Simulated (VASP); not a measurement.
A run of VASP 6.6.1:

Contents of INCAR:

```
SYSTEM = Sn3GeO4
ALGO = Normal
EDIFF = 1E-7
ENCUT = 520
GGA = PE
ISIF = 2
ISMEAR = 0
LASPH = .TRUE.
LCHARG = .FALSE.
LREAL = .FALSE.
LWAVE = .FALSE.
NBANDS = 50
NELM = 80
PREC = Accurate
SIGMA = 0.1
```

File KPOINTS:

```
k-points
0
G
  4 4 2
  0 0 0
```

POSCAR

```
Sn3GeO4
1.0
    2.7162677000     -2.7086529000      0.0000000000
    2.7162677000      2.7086529000      0.0000000000
   -0.0998158000      0.0000000000      9.8755503000
Sn Ge O
3 1 4
Direct
    0.2567350000      0.2567350000      0.8740750000
    0.2500450000      0.2500450000      0.3582300000
    0.7521810000      0.7521810000      0.6366740000
    0.7086680000      0.7086680000      0.1395410000
    0.2706330000      0.7535850000      0.2405900000
    0.7542680000      0.2538830000      0.7551500000
    0.2538830000      0.7542680000      0.7551500000
    0.7535850000      0.2706330000      0.2405900000
```

Potentials or basis: VASP PAW PBE potentials, release 64 (Sn_d, Ge_d, O).

Run with:

```console
$ cat potpaw_PBE.64/Sn_d/POTCAR potpaw_PBE.64/Ge_d/POTCAR potpaw_PBE.64/O/POTCAR > POTCAR
$ mpirun -np 1 vasp_std > vasp.out
```

Hardware: 1 thread of Intel(R) Xeon(R) 6975P-C (Granite Rapids), with other jobs on the host.

Problem. How long does it take, and how much memory?

Solution. Run time: 62 s on 1 thread of Intel(R) Xeon(R) 6975P-C (Granite Rapids), on a shared host, peak memory 0.31 GiB. Counts: scf iterations 17, k points 14.
